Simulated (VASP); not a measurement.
# Li4BiPb (F-43m) in VASP: further runs, part 2 of 2

VASP 6.6.1. Earlier steps stand in the parts before.

### Step 4. Relaxation of cell and atoms, PBE

Input file INCAR:

```
PREC     = Accurate       # precision mode
ENCUT    = 600            # plane-wave cutoff, eV
EDIFF    = 1E-7           # SCF threshold, eV
ISMEAR   = 0              # smearing method
SIGMA    = 0.1            # smearing width, eV
LREAL    = False          # projectors in reciprocal space
LASPH    = True           # aspherical terms in the spheres
NELM     = 100            # most SCF steps
ALGO     = Fast           # electronic algorithm
ISIF     = 3              # what is computed and relaxed
LWAVE    = False          # write WAVECAR
LCHARG   = False          # write CHGCAR
GGA      = PE             # functional
IBRION   = 2              # ionic algorithm
NSW      = 90             # ionic steps
EDIFFG   = -0.04          # ionic threshold
```

Input file KPOINTS:

```
Automatic mesh
0
Gamma
  4 4 4
```

Input file POSCAR:

```
Li4BiPb
1.0
    0.0000000000      3.7179190538      3.7179190538
    3.7179190538      0.0000000000      3.7179190538
    3.7179190538      3.7179190538      0.0000000000
Li Bi Pb
4 1 1
Direct
    0.6257700000      0.1226900000      0.6257700000
    0.6257700000      0.6257700000      0.1226900000
    0.6257700000      0.6257700000      0.6257700000
    0.1226900000      0.6257700000      0.6257700000
    0.2500000000      0.2500000000      0.2500000000
    0.0000000000      0.0000000000      0.0000000000
```

Potentials or basis: VASP PAW PBE potentials, release 64 (Li_sv, Bi_d, Pb_d).

Run with:

```sh
$ cat potpaw_PBE.64/Li_sv/POTCAR potpaw_PBE.64/Bi_d/POTCAR potpaw_PBE.64/Pb_d/POTCAR > POTCAR
$ mpirun -np 1 vasp_std > vasp.out
```

OUTCAR:

```text
PREC = Accurate
   ENCUT = 600
   EDIFF = 1E-7
   ISMEAR = 0
   LREAL = False
   LASPH = True
   NELM = 100
   ISIF = 3
   GGA = PE
   IBRION = 2
   NSW = 90
   EDIFFG = -0.04

 ion  position               nearest neighbor table
   1  0.626  0.123  0.626-   6 3.08   6 3.08   6 3.08   5 3.08   5 3.08   5 3.08
   2  0.626  0.626  0.123-   6 3.08   6 3.08   6 3.08   5 3.08   5 3.08   5 3.08
   3  0.626  0.626  0.626-   6 3.08   6 3.08   6 3.08   5 3.08   5 3.08   5 3.08
   4  0.123  0.626  0.626-   6 3.08   6 3.08   6 3.08   5 3.08   5 3.08   5 3.08
   5  0.250  0.250  0.250-   1 3.08   4 3.08   4 3.08   1 3.08   2 3.08   2 3.08   3 3.08   3 3.08
                             3 3.08   1 3.08   2 3.08   4 3.08   6 3.22   6 3.22   6 3.22   6 3.22
   6  0.000  0.000  0.000-   1 3.08   2 3.08   4 3.08   3 3.08   3 3.08   3 3.08   1 3.08   1 3.08
                             4 3.08   2 3.08   2 3.08   4 3.08   5 3.22   5 3.22   5 3.22   5 3.22
[... 265 lines left out ...]
  -------------------------------------------------------------------------------------
  Total       -0.9137138     -0.9137138     -0.9137138     -0.0000000      0.0000000     -0.0000000
  in kB      -10.8495172    -10.8495172    -10.8495172     -0.0000000      0.0000000     -0.0000000
  external PRESSURE =     -10.8495172 kB  Pullay stress =       0.0000000 kB
[... 27 lines left out ...]
--------------------------------------- Ionic step        4  -------------------------------------------

 number of electron      41.0000010 magnetization

 Free energy of the ion-electron system (eV)
  ---------------------------------------------------
  ext. energy  EPLUGINS =         0.00000000
  ---------------------------------------------------
  free energy    TOTEN  =       -15.91384040 eV

  energy without entropy =      -15.88056201  energy(sigma->0) =      -15.89720120

 E-fermi :   4.3041     XC(G=0):  -8.7867

 val. band max:        4.2381946025   @ k =   0.2500   0.0000   0.0000
 cond. band min:       4.3439085768   @ k =   0.5000   0.2500   0.0000
 fundamental gap:      0.1057139743
 Fermi energy:         4.3040718085

 k-point     1 :       0.0000    0.0000    0.0000
  band No.  band energies     occupation
      1     -42.4038      2.00000
      2     -42.3760      2.00000
      3     -42.3760      2.00000
      4     -42.3760      2.00000
      5     -18.2958      2.00000
      6     -18.2958      2.00000
[... 238 lines left out ...]
  FREE ENERGIE OF THE ION-ELECTRON SYSTEM (eV)
  ---------------------------------------------------
  free  energy   TOTEN  =       -15.9138403969 eV

  energy  without entropy=      -15.8805620064  energy(sigma->0) =      -15.89720120

 reached required accuracy - stopping structural energy minimisation
```

CONTCAR:

```text
Li4BiPb
   1.00000000000000
     0.0000000000000000    4.0124199701383523    4.0124199701383523
     4.0124199701383523    0.0000000000000000    4.0124199701383523
     4.0124199701383523    4.0124199701383523    0.0000000000000000
  Li              Bi              Pb
     4     1     1
Direct
     0.6254935966806420    0.1235192099580813    0.6254935966806420
     0.6254935966806420    0.6254935966806420    0.1235192099580813
     0.6254935966806420    0.6254935966806420    0.6254935966806420
     0.1235192099580813    0.6254935966806420    0.6254935966806420
     0.2500000000000000    0.2500000000000000    0.2500000000000000
     0.0000000000000000    0.0000000000000000    0.0000000000000000

  0.00000000E+00  0.00000000E+00  0.00000000E+00
  0.00000000E+00  0.00000000E+00  0.00000000E+00
  0.00000000E+00  0.00000000E+00  0.00000000E+00
  0.00000000E+00  0.00000000E+00  0.00000000E+00
  0.00000000E+00  0.00000000E+00  0.00000000E+00
  0.00000000E+00  0.00000000E+00  0.00000000E+00
```

Wall time 9.4 min (1 thread of Intel Xeon Platinum 8559C (Emerald Rapids), shared host); peak memory 0.3 GiB.

Results:

- Free energy: -15.9138 eV
- Relaxed volume: 21.53 Å³/atom
- Relaxed cell: a = 5.674 Å, b = 5.674 Å, c = 5.674 Å, α = 60.00°, β = 60.00°, γ = 60.00°
- Space group after relaxing (to 0.1 Å): F-43m (No. 216)
- Energy gained by relaxing: 100.8 meV/atom
- Ionic steps: 4
- Pressure after relaxing: -0.1 GPa
- Largest force after relaxing: 0.005 eV/Å
- Band gap on the k mesh: zero (an odd number of electrons rules out a gap without spin polarisation)

Forces on the atoms (eV/Å):
```
Li  -0.003  0.003 -0.003
Li  -0.003 -0.003  0.003
Li   0.003  0.003  0.003
Li   0.003 -0.003 -0.003
Bi   0.000  0.000  0.000
Pb   0.000  0.000  0.000
```

Step by step:
| step | energy change (eV) | largest force (eV/Å) | pressure (GPa) | volume (Å³) |
| --- | --- | --- | --- | --- |
| 1 | 0.0000 | 0.0453 | 9.33 | 102.79 |
| 2 | -0.5342 | 0.0070 | 2.45 | 118.35 |
| 3 | -0.5819 | 0.0125 | -1.08 | 134.93 |
| 4 | -0.6047 | 0.0053 | -0.14 | 129.20 |

Final structure:
```cif
data_structure
_symmetry_space_group_name_H-M 'P 1'
_symmetry_Int_Tables_number 1
_cell_length_a 5.6744
_cell_length_b 5.6744
_cell_length_c 5.6744
_cell_angle_alpha 60.000
_cell_angle_beta 60.000
_cell_angle_gamma 60.000
_cell_volume 129.20
loop_
_atom_site_label
_atom_site_type_symbol
_atom_site_fract_x
_atom_site_fract_y
_atom_site_fract_z
_atom_site_occupancy
Li1 Li 0.62549 0.12352 0.62549 1
Li2 Li 0.62549 0.62549 0.12352 1
Li3 Li 0.62549 0.62549 0.62549 1
Li4 Li 0.12352 0.62549 0.62549 1
Bi1 Bi 0.25000 0.25000 0.25000 1
Pb1 Pb 0.00000 0.00000 0.00000 1
```

Caveat: the k points lie up to 0.34 Å⁻¹ apart in the final cell, too coarse for converged energies and pressures of a metal; the cutoff is under 1.25 times the usual one of these potentials, so pressure, stress and relaxed cells hold a basis-set (Pulay) error; the volume moved by over 15 % at a fixed basis, so the end points are rough; spin-orbit coupling is left out, which moves the levels of the heavy elements.

### Step 5. Single point, PBE

This run uses another cell than the first one, of 21.40 Å³/atom.

Input file INCAR:

```
ALGO = Normal ; EDIFF = 1E-6
ENCUT = 520 ; GGA = PE
ISIF = 2 ; ISMEAR = 0
LASPH = True ; LCHARG = False
LREAL = False ; LWAVE = False
NBANDS = 30 ; NELM = 100
PREC = Accurate ; SIGMA = 0.1
```

Input file KPOINTS:

```
k-points
0
Gamma
  8 8 8
```

Input file POSCAR:

```
Li4BiPb
1.0
    0.0000000000      4.0038699096      4.0038699096
    4.0038699096      0.0000000000      4.0038699096
    4.0038699096      4.0038699096      0.0000000000
Li Bi Pb
4 1 1
Direct
    0.8756360357      0.3747879881      0.3747879881
    0.3747879881      0.3747879881      0.3747879881
    0.3747879881      0.8756360357      0.3747879881
    0.3747879881      0.3747879881      0.8756360357
    0.7500000000      0.7500000000      0.7500000000
    0.0000000000      0.0000000000      0.0000000000
```

Run with:

```sh
$ cat potpaw_PBE.64/Li_sv/POTCAR potpaw_PBE.64/Bi_d/POTCAR potpaw_PBE.64/Pb_d/POTCAR > POTCAR
$ mpirun -np 1 vasp_std > vasp.out
```

Wall time 76 s (1 thread of Intel Xeon Platinum 8559C (Emerald Rapids), shared host); peak memory 0.31 GiB.

It converged, with:

- Free energy: -16.1397 eV
- Band gap on the k mesh: zero (an odd number of electrons rules out a gap without spin polarisation)

Levels at points of the mesh, in eV from the Fermi level:
```
           k point  band 16  band 17  band 18  band 19  band 20  band 21  band 22  band 23  band 24  band 25
(0.00, 0.00, 0.00)    -7.36    -1.60    -1.60    -1.60    -0.76    -0.76    -0.76    -0.03     0.58     2.68
(0.50, 0.00, 0.00)    -8.24    -3.24    -2.46    -2.46    -0.08     0.09     0.09     1.58     2.56     4.00
(0.50, 0.50, 0.00)    -8.54    -3.20    -3.20    -2.20    -1.96     1.83     2.03     2.64     2.64     4.66
```

Caveat: the cutoff is under 1.25 times the usual one of these potentials, so pressure, stress and relaxed cells hold a basis-set (Pulay) error; spin-orbit coupling is left out, which moves the levels of the heavy elements.

### Step 6. Relaxation of cell and atoms, PBE

This run uses another cell than the first one, of 21.38 Å³/atom.

Input file INCAR:

```
SYSTEM = Li4BiPb
PREC = Accurate ; ENCUT = 600
EDIFF = 1E-6 ; ISMEAR = 0
SIGMA = 0.1 ; LREAL = .False.
LASPH = .True. ; NELM = 60
ALGO = Fast ; ISIF = 3
LWAVE = .False. ; LCHARG = .False.
GGA = PE ; IBRION = 2
NSW = 100 ; EDIFFG = -0.01
```

Input file KPOINTS:

```
regular mesh
0
Gamma
  8 8 8
  0 0 0
```

Input file POSCAR:

```
Li4BiPb
1.0
    0.0000000000      4.0028851769      4.0028851769
    4.0028851769      0.0000000000      4.0028851769
    4.0028851769      4.0028851769      0.0000000000
Li Bi Pb
4 1 1
Direct
    0.8767041522      0.3744319493      0.3744319493
    0.3744319493      0.3744319493      0.3744319493
    0.3744319493      0.8767041522      0.3744319493
    0.3744319493      0.3744319493      0.8767041522
    0.7500000000      0.7500000000      0.7500000000
    0.0000000000      0.0000000000      0.0000000000
```

Potentials or basis: VASP PAW PBE potentials, release 64 (Li_sv, Bi_d, Pb_d).

Run with:

```sh
$ cat potpaw_PBE.64/Li_sv/POTCAR potpaw_PBE.64/Bi_d/POTCAR potpaw_PBE.64/Pb_d/POTCAR > POTCAR
$ mpirun -np 1 vasp_std > vasp.out
```

Wall time 10 min (1 thread of Intel Xeon Platinum 8559C (Emerald Rapids), shared host); peak memory 0.42 GiB.

It converged, with:

- Free energy: -16.1387 eV
- Relaxed volume: 21.28 Å³/atom
- Relaxed cell: a = 5.652 Å, b = 5.652 Å, c = 5.652 Å, α = 60.00°, β = 60.00°, γ = 60.00°
- Space group after relaxing (to 0.1 Å): F-43m (No. 216)
- Energy gained by relaxing: 0.0 meV/atom
- Ionic steps: 4
- Pressure after relaxing: 0.1 GPa
- Band gap on the k mesh: zero (an odd number of electrons rules out a gap without spin polarisation)

The path:
```
step  energy change (eV)  largest force (eV/Å)  pressure (GPa)  volume (Å³)
   1              0.0000                0.0253           -0.06       128.28
   2             -0.0002                0.0199           -0.04       128.13
   3             -0.0003                0.0131            0.00       127.97
   4             -0.0003                0.0001            0.06       127.66
```

Final structure:
```
CELL_PARAMETERS angstrom
0.00000 3.99640 3.99640
3.99640 0.00000 3.99640
3.99640 3.99640 0.00000
ATOMIC_POSITIONS crystal
Li 0.87560 0.37480 0.37480
Li 0.37480 0.37480 0.37480
Li 0.37480 0.87560 0.37480
Li 0.37480 0.37480 0.87560
Bi 0.75000 0.75000 0.75000
Pb 0.00000 0.00000 0.00000
```

Levels at points of the mesh, in eV from the Fermi level:
```
           k point  band 16  band 17  band 18  band 19  band 20  band 21  band 22  band 23  band 24
(0.00, 0.00, 0.00)    -7.35    -1.60    -1.60    -1.60    -0.77    -0.77    -0.77    -0.02     0.59
(0.50, 0.00, 0.00)    -8.25    -3.25    -2.47    -2.47    -0.09     0.09     0.09     1.60     2.57
(0.50, 0.50, 0.00)    -8.55    -3.22    -3.22    -2.20    -1.97     1.85     2.04     2.66     2.66
```

Caveat: the cutoff is under 1.25 times the usual one of these potentials, so pressure, stress and relaxed cells hold a basis-set (Pulay) error; spin-orbit coupling is left out, which moves the levels of the heavy elements.

### Step 7. Overview

| task | cell | k mesh | cutoff (eV) | gap on the mesh (eV) | pressure (GPa) | relaxed volume (Å³/atom) | largest force (eV/Å) |
| --- | --- | --- | --- | --- | --- | --- | --- |
| single point | a = 5.258 Å, angles 60.0°, 6 atoms, atomic positions A | 4 × 4 × 4 | 520 | none | - | - | 0.05 |
| single point | a = 5.661 Å, angles 60.0°, 6 atoms, atomic positions B | 4 × 4 × 4 | 520 | none | - | - | - |
| relaxation of cell and atoms | relaxed from a = 5.258 Å, angles 60.0°, 6 atoms, atomic positions A | 4 × 4 × 4 | 600 | none | -0.1 | 21.53 | 0.01 |
| single point | a = 5.662 Å, angles 60.0°, 6 atoms, atomic positions C | 8 × 8 × 8 | 520 | none | - | - | - |
| relaxation of cell and atoms | relaxed from a = 5.661 Å, angles 60.0°, 6 atoms, atomic positions B | 8 × 8 × 8 | 600 | none | 0.1 | 21.28 | - |

Alike in all rows: level PBE; potentials or basis VASP PAW PBE potentials, release 64 (Li_sv, Bi_d, Pb_d); no spin polarisation; smearing gaussian 0.1 eV.

Caveats: some runs use coarse meshes; the cutoff is under 1.25 times the usual one of these potentials, so pressure, stress and relaxed cells hold a basis-set (Pulay) error; spin-orbit coupling is left out, which moves the levels of the heavy elements; the volume moved by over 15 % at a fixed basis, so the end points are rough (at least some runs).

Absolute energies hang on the potentials; compare differences alone.

The gap in the log of VASP goes by the Fermi energy; the results here count the filled bands.